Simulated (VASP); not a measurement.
Runs of VASP 6.6.1 on Mo. The structure is that of space group Im-3m (No. 229), or close to it. The cells are those of the table. 

| cell | k mesh | gap on the mesh (eV) | pressure (GPa) |
| --- | --- | --- | --- |
| a = 2.730 Å, angles 109.5°, 1 atom | 23 × 23 × 23 | none | (a) |
| a = 2.766 Å, angles 109.5°, 1 atom | 23 × 23 × 23 | none | -9.3 |
| a = 2.694 Å, angles 109.5°, 1 atom | 23 × 23 × 23 | none | 12.9 |
| a = 2.730 Å, angles 109.5°, 1 atom | 14 × 14 × 14 | none | 1.1 |
| a = 2.730 Å, angles 109.5°, 1 atom | 4 × 4 × 4 | none | (b) |

Alike in all rows: task single point; level r2SCAN; potentials or basis VASP PAW PBE potentials, release 64 (Mo_sv); no spin polarisation; cutoff (eV) 520; smearing fermi-dirac 0.1 eV.

Question: Fill in the values left out.

Answer: (a) 0.6; (b) 0.9.

Caveats: some runs use coarse meshes; the PAW data sets were made with another functional, which shifts forces and pressure a little.

A k mesh can miss the band edges, and the runs leave out spin-orbit coupling on Mo.

A gap of «none» marks levels without a gap at the run's occupations.
